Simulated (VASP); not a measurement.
# LiF in VASP: further runs

LiF is run at these levels: PBEsol; tasks: single point.

All numbers are computed with VASP 6.6.1; they aren't measurements. Logs are shortened: lines on timing, memory, paths and dates and some standing lists are left out, and cuts for length are marked.

## Step 1: The cell of the first run

It takes space group Cc (No. 9, monoclinic). Conventional cell: a = 3.082 Å, b = 5.473 Å, c = 4.613 Å, α = 90.00°, β = 90.14°, γ = 90.00°. Li (site symmetry 1) has 4 F at 1.75 to 2.01 Å within 2.3 Å. F (site symmetry 1) has 4 Li at 1.75 to 2.01 Å within 2.3 Å.

## Step 2: Single point, PBEsol (strained and its atoms moved)

The input, INCAR:

```
PREC = Accurate
ENCUT = 520
EDIFF = 1E-6
ISMEAR = 0
SIGMA = 0.02
LREAL = False
LASPH = True
NELM = 100
ALGO = Normal
ISIF = 2
LWAVE = False
LCHARG = False
GGA = PS
NBANDS = 18
```

The input, KPOINTS:

```
Automatic mesh
0
Gamma
  9 9 6
```

The input, POSCAR:

```
LiF
1.0
    3.0822439586      0.0000000000     -0.0036119090
   -1.5411219793      2.7366862175      0.0018059545
   -0.0056726430      0.0000000000      4.6134451701
Li F
2 2
Direct
    0.3098064319      0.6669373184      0.4043864320
    0.6428691235      0.3330626816      0.9043864320
    0.3754385330      0.7035526314      0.9706115680
    0.6718859116      0.2964473686      0.4706115680
```

Potentials or basis: VASP PAW PBE potentials, release 64 (Li_sv, F).

Started as:

```console
cat potpaw_PBE.64/Li_sv/POTCAR potpaw_PBE.64/F/POTCAR > POTCAR
mpirun -np 1 vasp_std > vasp.out
```

OUTCAR:

```text
PREC = Accurate
   ENCUT = 520
   EDIFF = 1E-6
   ISMEAR = 0
   LREAL = False
   LASPH = True
   NELM = 100
   ISIF = 2
   GGA = PS

 ion  position               nearest neighbor table
   1  0.310  0.667  0.404-   4 1.75   4 1.76   4 1.99   3 2.01
   2  0.643  0.333  0.904-   3 1.75   3 1.76   3 1.99   4 2.01
   3  0.375  0.704  0.971-   2 1.75   2 1.76   2 1.99   1 2.01
   4  0.672  0.296  0.471-   1 1.75   1 1.76   1 1.99   2 2.01

  LATTYP: Found a base centered monoclinic cell.
 ALAT       =     3.0822460749
 B/A-ratio  =     1.7757739979
 C/A-ratio  =     1.4967814203
 COS(beta)  =    -0.0024014298

  Lattice vectors:

 A1 = (   1.5411219793,  -2.7366862175,  -0.0018059545)
 A2 = (   1.5411219793,   2.7366862175,  -0.0018059545)
 A3 = (  -0.0056726430,   0.0000000000,   4.6134451701)

Analysis of symmetry for initial positions (statically):
=====================================================================
 Subroutine PRICEL returns:
 Original cell was already a primitive cell.

 Routine SETGRP: Setting up the symmetry group for a
 base centered monoclinic supercell.

 Subroutine GETGRP returns: Found  2 space group operations
 (whereof  1 operations were pure point group operations)
 out of a pool of  4 trial point group operations.

The static configuration has the point symmetry C_1 .
 The point group associated with its full space group is C_1h.

Analysis of symmetry for dynamics (positions and initial velocities):
=====================================================================
 Subroutine PRICEL returns:
 Original cell was already a primitive cell.

 Routine SETGRP: Setting up the symmetry group for a
 base centered monoclinic supercell.

 Subroutine GETGRP returns: Found  2 space group operations
 (whereof  1 operations were pure point group operations)
 out of a pool of  4 trial point group operations.

The dynamic configuration has the point symmetry C_1 .
 The point group associated with its full space group is C_1h.

 Subroutine INISYM returns: Found  2 space group operations
 (whereof  1 operations are pure point group operations),
 and found     1 'primitive' translations

----------------------------------------------------------------------------------------

                                     Primitive cell

  volume of cell :      38.9150

  direct lattice vectors                    reciprocal lattice vectors
     3.082243959  0.000000000 -0.003611909     0.324439420  0.182702714  0.000398927
    -1.541121979  2.736686217  0.001805954     0.000000000  0.365405429  0.000000000
    -0.005672643  0.000000000  4.613445170     0.000254007  0.000000000  0.216758063

  length of vectors
     3.082246075  3.140782016  4.613448658     0.372345777  0.365405429  0.216758212

  position of ions in fractional coordinates (direct lattice)
     0.309806432  0.666937318  0.404386432
     0.642869123  0.333062682  0.904386432
     0.375438533  0.703552631  0.970611568
     0.671885912  0.296447369  0.470611568

  ion indices of the primitive-cell ions
   primitive index   ion index
                 1           1
                 2           2
                 3           3
                 4           4

----------------------------------------------------------------------------------------

 KPOINTS: Automatic mesh

Automatic generation of k-mesh.
 Grid dimensions read from file:
 generate k-points for:    9    9    6

 Generating k-lattice:

  Cartesian coordinates                     Fractional coordinates (reciprocal lattice)
     0.036048824  0.020300302  0.000044325     0.111111111  0.000000000  0.000000000
     0.000000000  0.040600603  0.000000000     0.000000000  0.111111111  0.000000000
     0.000042334  0.000000000  0.036126344     0.000000000  0.000000000  0.166666667

  Length of vectors
     0.041371753  0.040600603  0.036126369

  Shift w.r.t. Gamma in fractional coordinates (k-lattice)
     0.000000000  0.000000000  0.000000000

 Subroutine IBZKPT returns following result:
 ===========================================

 Found    140 irreducible k-points:

 Following reciprocal coordinates:
            Coordinates               Weight
  0.000000  0.000000  0.000000      1.000000
  0.111111  0.000000  0.000000      4.000000
  0.222222  0.000000  0.000000      4.000000
  0.333333  0.000000  0.000000      4.000000
  0.444444  0.000000  0.000000      4.000000
  0.000000  0.111111  0.000000      2.000000
[... 16 lines left out ...]
  0.333333  0.333333  0.000000      2.000000
  0.000000  0.444444  0.000000      2.000000
 [... further k-points ...]
   k-points           NKPTS =    140   k-points in BZ     NKDIM =    140   number of bands    NBANDS=     18
   number of dos      NEDOS =    301   number of ions     NIONS =      4
   total plane-waves  NPLWV =  20736
   dimension x,y,z NGX =    24 NGY =   24 NGZ =   36
   dimension x,y,z NGXF=    48 NGYF=   48 NGZF=   72
   ions per type =               2   2
   NGX,Y,Z   is equivalent  to a cutoff of  12.94, 12.70, 12.97 a.u.
   NGXF,Y,Z  is equivalent  to a cutoff of  25.89, 25.41, 25.95 a.u.
 SYSTEM =  unknown system
   PREC   = accura    normal or accurate (medium, high low for compatibility)
   ISTART =      0    job   : 0-new  1-cont  2-samecut
   ICHARG =      2    charge: 1-file 2-atom 10-const
   ISPIN  =      1    spin polarized calculation?
   LNONCOLLINEAR =      F non collinear calculations
   LSORBIT =      F    spin-orbit coupling
   LASPH  =      T    aspherical Exc in radial PAW
   ENCUT  =  520.0 eV  38.22 Ry    6.18 a.u.   5.73  5.84  8.58*2*pi/ulx,y,z
   NELM   =    100;   NELMIN=  2; NELMDL= -5     # of ELM steps
   EDIFF  = 0.1E-05   stopping-criterion for ELM
   LREAL  =      F    real-space projection
   EDIFFG = 0.1E-04   stopping-criterion for IOM
   NSW    =      0    number of steps for IOM
   IBRION =     -1    ionic relax: 0-MD 1-quasi-New 2-CG
   NFREE  =      0    steps in history (QN), initial steepest desc. (CG)
   ISIF   =      2    stress and relaxation
   ISYM   =      2    0-nonsym 1-usesym 2-fastsym
   POTIM  = 0.5000    time-step for ionic-motion
   TEBEG  =    0.0;   TEEND  =   0.0 temperature during run
   PSTRESS=    0.0 pullay stress
   NELECT =      20.0000    total number of electrons
   NUPDOWN=      -1.0000    fix difference up-down
   EMIN   =  10.00;   EMAX   =-10.00  energy-range for DOS
   EFERMI =   0.00;   METHOD = LEGACY
   ISMEAR =     0;   SIGMA  =   0.02  broadening in eV -4-tet -1-fermi 0-gaus
   EFERMI_NEDOS =   21; number of points for ismear=-14 and -15
   IALGO  =     38    algorithm
   IMIX   =      4    mixing-type and parameters
     AMIX     =   0.40;   BMIX     =  1.00
     AMIX_MAG =   1.60;   BMIX_MAG =  1.00
  volume/ion in A,a.u.               =       9.73        65.65
  Fermi-wavevector in a.u.,A,eV,Ry     =   1.311332  2.478058 23.396456  1.719591
  Thomas-Fermi vector in A             =   2.441801
   LORBIT       =      0    0 simple, 1 ext, 2 COOP (PROOUT), +10 PAW based schemes
   GGA     = PS    functional components
   LHFCALC =     F    Hartree Fock is set to
   AEXX    =    0.0000 exact exchange contribution
   IVDW    =     0    specifies the selected vdW correction
   LEPSILON=     F    determine dielectric tensor
   LRPA    =     F    only Hartree local field effects (RPA)
 non-spin polarized calculation
 Gauss-broadening in eV      SIGMA  =   0.02
  energy-cutoff  :      520.00
  volume of cell :       38.91
 maximum number of plane-waves:      1062
   NGX = 11   NGY = 11   NGZ = 17

 number of electron      19.9999999 magnetization

 Free energy of the ion-electron system (eV)
  ---------------------------------------------------
  ext. energy  EPLUGINS =         0.00000000
  ---------------------------------------------------
  free energy    TOTEN  =       -19.43519704 eV

  energy without entropy =      -19.43519704  energy(sigma->0) =      -19.43519704

 E-fermi :  -1.8986     XC(G=0):  -9.1295

 val. band max:       -2.1614020395   @ k =   0.0000   0.0000   0.0000
 cond. band min:       5.2676354772   @ k =   0.0000   0.0000   0.0000
 fundamental gap:      7.4290375167
 Fermi energy:        -1.8985658247

 k-point     1 :       0.0000    0.0000    0.0000
  band No.  band energies     occupation
      1     -42.2072      2.00000
      2     -42.1571      2.00000
      3     -21.7817      2.00000
      4     -21.3944      2.00000
      5      -4.8197      2.00000
      6      -3.3284      2.00000
[... 10 lines left out ...]
     17      17.4741      0.00000
     18      19.0405      0.00000

 k-point     2 :       0.1111    0.0000    0.0000
  band No.  band energies     occupation
      1     -42.2029      2.00000
      2     -42.1556      2.00000
      3     -21.7677      2.00000
      4     -21.3996      2.00000
      5      -4.7338      2.00000
      6      -3.3904      2.00000
[... 10 lines left out ...]
     17      17.7127      0.00000
     18      18.3907      0.00000

 k-point     3 :       0.2222    0.0000    0.0000
  band No.  band energies     occupation
      1     -42.1918      2.00000
      2     -42.1520      2.00000
      3     -21.7307      2.00000
      4     -21.4143      2.00000
      5      -4.5018      2.00000
      6      -3.5882      2.00000
[... 10 lines left out ...]
     17      17.3290      0.00000
     18      18.1359      0.00000

 k-point     4 :       0.3333    0.0000    0.0000
  band No.  band energies     occupation
      1     -42.1781      2.00000
      2     -42.1489      2.00000
      3     -21.6826      2.00000
      4     -21.4359      2.00000
      5      -4.2756      2.00000
      6      -3.8766      2.00000
[... 10 lines left out ...]
     17      17.5029      0.00000
     18      18.0983      0.00000

 k-point     5 :       0.4444    0.0000    0.0000
  band No.  band energies     occupation
      1     -42.1678      2.00000
      2     -42.1482      2.00000
      3     -21.6452      2.00000
      4     -21.4552      2.00000
      5      -4.3963      2.00000
      6      -3.7406      2.00000
[... 10 lines left out ...]
     17      17.4179      0.00000
     18      18.0764      0.00000

 k-point     6 :       0.0000    0.1111    0.0000
  band No.  band energies     occupation
      1     -42.2028      2.00000
      2     -42.1555      2.00000
      3     -21.7723      2.00000
      4     -21.4083      2.00000
      5      -4.7343      2.00000
      6      -3.3890      2.00000
[... 10 lines left out ...]
     17      17.8798      0.00000
     18      18.2915      0.00000

 k-point     7 :       0.1111    0.1111    0.0000
  band No.  band energies     occupation
      1     -42.1949      2.00000
      2     -42.1528      2.00000
      3     -21.7494      2.00000
      4     -21.4251      2.00000
      5      -4.5722      2.00000
      6      -3.4864      2.00000
[... 10 lines left out ...]
     17      17.2006      0.00000
     18      18.4629      0.00000

 k-point     8 :       0.2222    0.1111    0.0000
  band No.  band energies     occupation
      1     -42.1824      2.00000
      2     -42.1495      2.00000
      3     -21.7065      2.00000
      4     -21.4458      2.00000
      5      -4.2973      2.00000
      6      -3.8297      2.00000
[... 10 lines left out ...]
     17      17.0459      0.00000
     18      17.7346      0.00000
[... 229 lines left out ...]
     17      16.9889      0.00000
     18      18.4331      0.00000

 k-point    20 :       0.0000    0.3333    0.0000
  band No.  band energies     occupation
      1     -42.1768      2.00000
      2     -42.1485      2.00000
      3     -21.6987      2.00000
      4     -21.5044      2.00000
      5      -4.2304      2.00000
      6      -3.7458      2.00000
[... 10 lines left out ...]
     17      17.8227      0.00000
     18      18.5802      0.00000

 k-point    21 :       0.1111    0.3333    0.0000
  band No.  band energies     occupation
      1     -42.1686      2.00000
      2     -42.1480      2.00000
      3     -21.6618      2.00000
      4     -21.5329      2.00000
      5      -4.2271      2.00000
      6      -3.7988      2.00000
[... 10 lines left out ...]
     17      17.0167      0.00000
     18      18.3969      0.00000

 k-point    22 :       0.2222    0.3333    0.0000
  band No.  band energies     occupation
      1     -42.1600      2.00000
      2     -42.1495      2.00000
      3     -21.6144      2.00000
      4     -21.5501      2.00000
      5      -4.4705      2.00000
      6      -3.6673      2.00000
[... 10 lines left out ...]
     17      15.7109      0.00000
     18      18.4411      0.00000

 k-point    23 :       0.3333    0.3333    0.0000
  band No.  band energies     occupation
      1     -42.1541      2.00000
      2     -42.1531      2.00000
      3     -21.5992      2.00000
      4     -21.5278      2.00000
      5      -4.6487      2.00000
      6      -3.5893      2.00000
[... 10 lines left out ...]
     17      15.5561      0.00000
     18      18.5390      0.00000

 k-point    24 :       0.0000    0.4444    0.0000
  band No.  band energies     occupation
      1     -42.1654      2.00000
      2     -42.1483      2.00000
      3     -21.6395      2.00000
      4     -21.5708      2.00000
      5      -4.2264      2.00000
      6      -3.6175      2.00000
[... 10 lines left out ...]
     17      17.8647      0.00000
     18      18.5821      0.00000

 [... further k-points ...]
[... 5 lines left out ...]
  --------------------------------------------------------------------------------------
  -------------------------------------------------------------------------------------
  Total        0.4829150      1.7015456     -0.4640177      0.0000000      0.0000000     -0.1983864
  in kB       19.8822038     70.0547240    -19.1041769      0.0000000      0.0000000     -8.1678121
  external PRESSURE =      23.6109170 kB  Pullay stress =       0.0000000 kB

 VOLUME and BASIS-vectors are now :
 -----------------------------------------------------------------------------
  energy-cutoff  :      520.00
  volume of cell :       38.91
      direct lattice vectors                 reciprocal lattice vectors
     3.082243959  0.000000000 -0.003611909     0.324439420  0.182702714  0.000398927
    -1.541121979  2.736686217  0.001805954     0.000000000  0.365405429  0.000000000
    -0.005672643  0.000000000  4.613445170     0.000254007  0.000000000  0.216758063

 POSITION                                       TOTAL-FORCE (eV/Angst)
 -----------------------------------------------------------------------------------
     -0.07523      1.82520      1.86570         0.561944     -0.233290     -0.276562
      1.46306      0.91149      4.17062         0.561944      0.233290     -0.276562
      0.06743      1.92540      4.47778        -0.561944     -0.423974      0.276562
      1.61139      0.81128      2.16925        -0.561944      0.423974      0.276562
 -----------------------------------------------------------------------------------
    total drift:                               -0.001258      0.000008      0.000176

  FREE ENERGIE OF THE ION-ELECTRON SYSTEM (eV)
  ---------------------------------------------------
  free  energy   TOTEN  =       -19.4351970373 eV

  energy  without entropy=      -19.4351970373  energy(sigma->0) =      -19.43519704
```

Run time: 55 s. Hardware: 1 thread of Intel Xeon Platinum 8488C (Sapphire Rapids), shared host; peak memory 0.2 GiB.

Results:

```yaml
Free_energy: -19.4352 eV
Largest_force: 0.756 eV/Å
Band_gap_on_the_k_mesh: 7.43 eV, direct
```

Forces on the atoms (eV/Å):
```
Li   0.562 -0.233 -0.277
Li   0.562  0.233 -0.277
F   -0.562 -0.424  0.277
F   -0.562  0.424  0.277
```

Caveat: the cell differs from its parent crystal (strained and its atoms moved); the cutoff is under 1.25 times the usual one of these potentials, so pressure, stress and relaxed cells hold a basis-set (Pulay) error; the PAW data sets were made with another functional, which shifts forces and pressure a little. A k mesh can miss the band edges.

(Continued in part 2 of 2.)
